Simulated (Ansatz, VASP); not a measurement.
## One calculation of ZnS, two programs

```
Zn S
1.0
     3.68841    0.00000    0.00000
    -1.84420    3.19426    0.00000
     0.00000    0.00000    6.85233
Zn S
2 2
Direct
  0.33333 0.66667 0.00520
  0.66667 0.33333 0.50520
  0.33333 0.66667 0.35335
  0.66667 0.33333 0.85335
```

Alike in both runs: task single point; functional PBE; k mesh 9 × 9 × 4; occupations gaussian, width 0.05 eV; no spin polarisation.

```csv
,VASP,Ansatz
version,VASP 6.6.1,Ansatz 0.2.0
potentials or method,"VASP PAW PBE potentials, release 64 (Zn, S), cutoff 520 eV","scalar-relativistic, plane waves, PAW"
valence electrons in the cell,36,36
```

```tsv
	VASP	Ansatz	Ansatz less VASP
gap on the k mesh at the Fermi level (eV)	1.31	1.31	+0.002
least direct gap on the mesh (eV)	1.31	1.31	+0.002
pressure (GPa)	-0.5	-0.7	-0.15
traceless stress, the component that is largest in VASP (GPa)	-7.56	-7.57	-0.012
rms of the force components (eV/Å)	0.182	0.185	+0.0031
```

Atom by atom the forces differ by 0.003 eV/Å (rms over components).
